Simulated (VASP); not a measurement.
Here is a VASP 6.6.1 calculation.

File INCAR:

```
SYSTEM = RbCl
PREC = Accurate ; ENCUT = 500
EDIFF = 1E-6 ; ISMEAR = 1
SIGMA = 0.13605693122994 ; LREAL = .False.
LASPH = .True. ; NELM = 120
ALGO = Normal ; ISIF = 2
LWAVE = .False. ; LCHARG = .False.
GGA = PE ; NBANDS = 15
GGA_COMPAT = .False.
```

File KPOINTS:

```
regular mesh
0
Gamma
  4 4 4
  0 0 0
```

POSCAR

```
RbCl
1.0
    0.0000000000      3.3087073290      3.3087073290
    3.3087073290      0.0000000000      3.3087073290
    3.3087073290      3.3087073290      0.0000000000
Rb Cl
1 1
Direct
    0.0000000000      0.0000000000      0.0000000000
    0.5000000000      0.5000000000      0.5000000000
```

Potentials or basis: VASP PAW PBE potentials, release 64 (Rb_sv, Cl).

Launch:

```console
$ cat potpaw_PBE.64/Rb_sv/POTCAR potpaw_PBE.64/Cl/POTCAR > POTCAR
$ mpirun -np 1 vasp_std > vasp.out
```

Problem. Estimate the band gap on the k mesh.

Solution. 4.95 eV.

Problem. What does it give for the pressure?

Solution. 0.5 GPa.
